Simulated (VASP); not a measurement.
A run of VASP 6.6.1:

File INCAR:

```
SYSTEM = AlN
  PREC = Accurate
  ENCUT = 520
  EDIFF = 1E-6
  ISMEAR = 0
  SIGMA = 0.01
  LREAL = .False.
  LASPH = .True.
  NELM = 60
  ALGO = Normal
  ISIF = 2
  LWAVE = .False.
  LCHARG = .False.
  GGA = PE
  NBANDS = 11
```

Contents of KPOINTS:

```
Automatic mesh
0
Gamma
  8 8 8
  0 0 0
```

File POSCAR:

```
AlN
1.0
    0.0000000000      2.1793473281      2.1793473281
    2.1793473281      0.0000000000      2.1793473281
    2.1793473281      2.1793473281      0.0000000000
Al N
1 1
Direct
    0.0000000000      0.0000000000      0.0000000000
    0.7500000000      0.7500000000      0.7500000000
```

Potentials or basis: VASP PAW PBE potentials, release 64 (Al, N).

Command:

```bash
$ cat potpaw_PBE.64/Al/POTCAR potpaw_PBE.64/N/POTCAR > POTCAR
$ mpirun -np 1 vasp_std > vasp.out
```

Hardware: 1 thread of Intel(R) Xeon(R) 6975P-C (Granite Rapids) (shared host).

Task: Estimate the wall time of this run.

Result: Run time: 2.5 s on 1 thread of Intel(R) Xeon(R) 6975P-C (Granite Rapids), with other jobs on the host, peak memory 0.13 GiB. Counts: scf iterations 12, k points 29.
